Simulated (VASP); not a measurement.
Runs of VASP 6.6.1 on HfO2. The structure is that of space group Fm-3m (No. 225), or close to it. The cells are those of the table. 

| cell | gap on the mesh (eV) | pressure (GPa) | largest force (eV/Å) |
| --- | --- | --- | --- |
| a = 3.551 Å, angles 58.2°, 3 atoms | 3.87 | 12.6 | 0.43 |
| a = 3.469 Å, angles 60.0°, 3 atoms | 3.92 | 21.8 | - |
| a = 3.521 Å, angles 61.8°, 3 atoms | 3.73 | -3.2 | 0.40 |
| a = 3.659 Å, angles 60.0°, 3 atoms | 3.51 | -20.4 | - |
| a = 3.582 Å, angles 61.8°, 3 atoms | 3.59 | (a) | 0.27 |
| a = 3.489 Å, angles 61.8°, 3 atoms | 3.80 | 4.2 | 0.48 |
| a = 3.612 Å, angles 61.8°, 3 atoms | 3.53 | -20.0 | 0.21 |
| a = 3.616 Å, angles 58.2°, 3 atoms | 3.73 | -3.3 | (b) |
| a = 3.502 Å, angles 60.0°, 3 atoms | 3.85 | 12.0 | - |
| a = 3.648 Å, angles 58.2°, 3 atoms | 3.66 | -9.7 | 0.22 |
| a = 3.457 Å, angles 61.8°, 3 atoms | 3.87 | 12.7 | 0.56 |
| a = 3.424 Å, angles 61.8°, 3 atoms | 3.94 | 22.5 | 0.66 |

Alike in all rows: task single point; level PBEsol; potentials or basis VASP PAW PBE potentials, release 64 (Hf_pv, O); no spin polarisation; k mesh 8 × 8 × 8; cutoff (eV) 520; smearing gaussian 0.05 eV.

Q: Fill in the values left out.

A: (a) -15.2; (b) 0.28.

Caveats: the PAW data sets were made with another functional, which shifts forces and pressure a little; spin-orbit coupling is left out, which moves the levels of the heavy elements.

A k mesh can miss the band edges, and the runs leave out spin-orbit coupling on Hf.
